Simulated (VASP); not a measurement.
Write the native input for VASP 6.6.1 that does the following.

```yaml
Task: single point
Functional: PBEsol
Potentials_or_basis: VASP PAW PBE potentials, release 64 (Ta_pv)
Cutoff: 520 eV
k_mesh: 24 × 24 × 12
Occupations: gaussian, width 0.15 eV
Spin: no spin polarisation
Dipole_correction: no
Further_INCAR_settings: ALGO = Fast; EDIFF = 1e-06; NBANDS = 18
```

The structure of Ta lies in POSCAR:

```
Ta
1.0
    2.8669354486      0.0000000000      0.0000000000
   -1.4334677243      2.4828389295      0.0000000000
    0.0000000000      0.0000000000      5.0914149207
Ta
2
Direct
    0.6666666667      0.3333333333      0.7500000000
    0.3333333333      0.6666666667      0.2500000000
```

One way to write it, as run:

INCAR

```
PREC = Accurate ; ENCUT = 520
EDIFF = 1E-6 ; ISMEAR = 0
SIGMA = 0.15 ; LREAL = F
LASPH = T ; NELM = 100
ALGO = Fast ; ISIF = 2
LWAVE = F ; LCHARG = F
GGA = PS ; NBANDS = 18
```

KPOINTS

```
Automatic mesh
0
Gamma
  24 24 12
```

Potentials or basis: VASP PAW PBE potentials, release 64 (Ta_pv).

Command:

```sh
$ cat potpaw_PBE.64/Ta_pv/POTCAR > POTCAR
$ mpirun -np 1 vasp_std > vasp.out
```

It gave:

```yaml
Pressure: 0.2 GPa
Band_gap_on_the_k_mesh: zero (band 11 reaches 7.33 eV, above the bottom of band 12 at 4.94 eV)
```

Caveat: the PAW data sets were made with another functional, which shifts forces and pressure a little; spin-orbit coupling is left out, which moves the levels of the heavy elements.

It took 2.8 min on 1 thread of Intel(R) Xeon(R) Platinum 8259CL CPU @ 2.50GHz (Skylake/Cascade Lake), with other jobs on the host, peak memory 0.34 GiB.
